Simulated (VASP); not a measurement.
A run of VASP 6.6.1 is set up as follows.

The input INCAR:

```
PREC = Accurate
ENCUT = 520
EDIFF = 1E-7
ISMEAR = -1
SIGMA = 0.03
LREAL = F
LASPH = T
NELM = 100
ALGO = Normal
ISIF = 2
LWAVE = F
LCHARG = T
GGA = PE
LELF = T
LVHAR = T
NBANDS = 7
```

File KPOINTS:

```
Automatic mesh
0
Gamma
  16 16 16
```

POSCAR

```
Mg
1.0
    0.0673276800      2.2779198400      2.2779198400
    2.2779198400      0.0673276800      2.2779198400
    2.2779198400      2.2779198400      0.0673276800
Mg
1
Direct
    0.0000000000      0.0000000000      0.0000000000
```

Potentials or basis: VASP PAW PBE potentials, release 64 (Mg).

Command:

```console
$ cat potpaw_PBE.64/Mg/POTCAR > POTCAR
$ mpirun -np 1 vasp_std > vasp.out
```

(1) What does it give for the band gap on the k mesh?

(2) Estimate the pressure.

## Answers

(1) zero (band 1 reaches 4.07 eV, above the bottom of band 2 at 1.01 eV).

(2) 0.8 GPa.

Caveat: the cell differs from its parent crystal (equal xy, yz and zx shear strains of +3 %).
